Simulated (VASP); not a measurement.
The system is Mo.

```
CELL_PARAMETERS angstrom
2.73551 0.00000 0.00000
-1.36776 2.36902 0.00000
0.00000 0.00000 2.55518
ATOMIC_POSITIONS crystal
Mo 0.00000 0.00000 0.50000
```

Base run:

```yaml
Program: VASP 6.6.1
Functional: LDA
Potentials_or_basis: VASP PAW LDA potentials, release 64 (Mo_sv)
Cutoff: 520 eV
k_mesh: 24 × 24 × 20
Occupations: gaussian, width 0.15 eV
Spin: no spin polarisation
```

Its results: band gap on the k mesh zero (band 7 reaches 12.38 eV, above the bottom of band 8 at 10.51 eV); pressure -7.5 GPa.

Question: The run is repeated on the same cell with these changes: k mesh from 24 × 24 × 20 to 18 × 18 × 18; further incar settings from ALGO = Fast; EDIFF = 1e-07; NBANDS = 13 to ALGO = Normal; EDIFF = 1e-07; NBANDS = 13. What comes out?

Answer: Band gap on the k mesh zero (band 7 reaches 12.37 eV, above the bottom of band 8 at 10.51 eV); pressure -7.1 GPa.
